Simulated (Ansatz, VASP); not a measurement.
## One calculation of Bi, two programs

```
CELL_PARAMETERS angstrom
-1.44212 1.44212 1.44212
1.44212 -1.44212 1.44212
1.44212 1.44212 -1.44212
ATOMIC_POSITIONS crystal
Bi 0.00000 0.00000 0.00000
```

Change from the starting cell: volume scaled by 0.4, LAPW.

Alike in both runs: task single point; functional PBEsol; k mesh 15 × 15 × 15; occupations fermi-dirac, width 0.08 eV; no spin polarisation.

|  | VASP | Ansatz |
| --- | --- | --- |
| version | VASP 6.6.1 | Ansatz 0.2.0 |
| potentials or method | VASP PAW PBE potentials, release 64 (Bi_d), cutoff 520 eV | all-electron LAPW, scalar-relativistic |

|  | VASP | Ansatz | Ansatz less VASP |
| --- | --- | --- | --- |
| pressure (GPa) | 475.5 | 474.5 | -0.97 |

VASP's potentials were made for PBE, not for PBEsol. Both programs put the cell under a high pressure, so it lies far from rest at this level. Ansatz ran all-electron here, and VASP with PAW potentials.

Neither program's run includes spin-orbit coupling. Noted on VASP's run: the cell as given lies far from equilibrium.
